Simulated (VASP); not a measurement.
Write the native input for VASP 6.6.1 that does the following.

| Property | Result |
| --- | --- |
| Task | single point |
| Functional | PBE |
| Potentials or basis | VASP PAW PBE potentials, release 64 (Re) |
| Cutoff | 520 eV |
| k mesh | 10 × 10 × 10 |
| Occupations | gaussian, width 0.15 eV |
| Spin | no spin polarisation |
| Dipole correction | no |
| Further INCAR settings | ALGO = Normal; EDIFF = 1e-07; NBANDS = 10 |

The structure of Re lies in POSCAR:

```
Re
1.0
    0.0000000000      2.1512977813      1.7509412642
    2.1512977813      0.0000000000      1.7509412642
    2.1512977813      2.1512977813      0.0000000000
Re
1
Direct
    0.0000000000      0.0000000000      0.0000000000
```

This cell differs from its parent crystal: volume 16.207 Å^3 an atom, c/a of the conventional cell 0.8139.

The input as run:

INCAR

```
SYSTEM = Re
  PREC = Accurate
  ENCUT = 520
  EDIFF = 1E-7
  ISMEAR = 0
  SIGMA = 0.15
  LREAL = .FALSE.
  LASPH = .TRUE.
  NELM = 60
  ALGO = Normal
  ISIF = 2
  LWAVE = .FALSE.
  LCHARG = .TRUE.
  GGA = PE
  LELF = .TRUE.
  LVHAR = .TRUE.
  NBANDS = 10
```

KPOINTS

```
Automatic mesh
0
G
  10 10 10
  0 0 0
```

Potentials or basis: VASP PAW PBE potentials, release 64 (Re).

Run with:

```console
$ cat potpaw_PBE.64/Re/POTCAR > POTCAR
$ mpirun -np 1 vasp_std > vasp.out
```

It gave:

```
Pressure : -21.8 GPa
```

Run time: 30 s on 1 thread of Intel Xeon 8259CL, with other jobs on the host, peak memory 0.15 GiB.
